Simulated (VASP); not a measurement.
Input of a VASP 6.6.1 run:

File INCAR:

```
SYSTEM = Zr
ALGO = Normal
EDIFF = 1E-6
ENCUT = 520
GGA = PE
ISIF = 2
ISMEAR = -1
LASPH = .TRUE.
LCHARG = .FALSE.
LREAL = .FALSE.
LWAVE = .FALSE.
NBANDS = 12
NELM = 60
PREC = Accurate
SIGMA = 0.03
```

KPOINTS

```
k-points
0
G
  16 16 16
  0 0 0
```

Contents of POSCAR:

```
Zr
1.0
   -1.7793161062      1.7793161062      1.7793161062
    1.7793161062     -1.7793161062      1.7793161062
    1.7793161062      1.7793161062     -1.7793161062
Zr
1
Direct
    0.0000000000      0.0000000000      0.0000000000
```

Potentials or basis: VASP PAW PBE potentials, release 64 (Zr_sv).

The run is started by

```sh
$ cat potpaw_PBE.64/Zr_sv/POTCAR > POTCAR
$ mpirun -np 1 vasp_std > vasp.out
```

Q: What does it give for the pressure?

A: 1.2 GPa.

Q: Predict the band gap on the k mesh.

A: Zero (bands 6 and 7 overlap by 1.90 eV).
